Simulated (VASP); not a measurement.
A run of VASP 6.6.1:

File INCAR:

```
ALGO = Normal
EDIFF = 1E-6
ENCUT = 600
GGA = CA
GGA_COMPAT = F
ISIF = 2
ISMEAR = -1
LASPH = T
LCHARG = F
LREAL = F
LWAVE = F
NBANDS = 16
NELM = 120
PREC = Accurate
SIGMA = 0.2
```

File KPOINTS:

```
k-points
0
Gamma
  12 12 6
```

The input POSCAR:

```
AlN
1.0
    3.2085435845      0.0000000000      0.0000000000
   -1.6042717922      2.7786802533      0.0000000000
    0.0000000000      0.0000000000      4.4622764994
Al N
2 2
Direct
    0.3333333333      0.6666666667      0.7500000000
    0.6666666667      0.3333333333      0.2500000000
    0.3333333333      0.6666666667      0.2500000000
    0.6666666667      0.3333333333      0.7500000000
```

Potentials or basis: VASP PAW LDA potentials, release 64 (Al, N).

Run with:

```console
$ cat potpaw_LDA.64/Al/POTCAR potpaw_LDA.64/N/POTCAR > POTCAR
$ mpirun -np 1 vasp_std > vasp.out
```

Hardware: 1 thread of Intel Xeon 8259CL (shared host).

Problem. Estimate the wall time of this run.

Solution. Wall time 76 s on 1 thread of Intel Xeon 8259CL, with other jobs on the host, peak memory 0.18 GiB. Counts: scf iterations 12, k points 76.
